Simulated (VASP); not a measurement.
Here is a VASP 6.6.1 calculation.

The input INCAR:

```
PREC = Accurate
ENCUT = 520
EDIFF = 1E-6
ISMEAR = -1
SIGMA = 0.1
LREAL = False
LASPH = True
NELM = 60
ALGO = Normal
ISIF = 2
LWAVE = False
LCHARG = True
GGA = PS
LELF = True
LVHAR = True
NBANDS = 16
```

KPOINTS

```
regular mesh
0
Gamma
  11 11 9
```

File POSCAR:

```
TiB2
1.0
    3.0292000000      0.0000000000      0.0000000000
   -1.5146000000      2.6233640000      0.0000000000
    0.0000000000      0.0000000000      3.2284000000
Ti B
1 2
Direct
    0.0000000000      0.0000000000      0.0000000000
    0.3366345350      0.6666666667      0.5000000000
    0.6666666667      0.3333333333      0.5000000000
```

Potentials or basis: VASP PAW PBE potentials, release 64 (Ti_sv, B).

Command:

```sh
$ cat potpaw_PBE.64/Ti_sv/POTCAR potpaw_PBE.64/B/POTCAR > POTCAR
$ mpirun -np 1 vasp_std > vasp.out
```

Problem. What does it give for the largest force?

Solution. 0.195 eV/Å.

Problem. What does it give for the band gap on the k mesh?

Solution. Zero (bands 9 and 10 overlap by 0.43 eV).

Problem. What does it give for the pressure?

Solution. -4.7 GPa.

Forces in eV/Å, atoms in the order of the input:
```
Ti   0.071  0.000  0.000
B   -0.195  0.002  0.000
B    0.124 -0.002  0.000
```

Caveat: the cell stands under tension; the PAW data sets were made with another functional, which shifts forces and pressure a little.
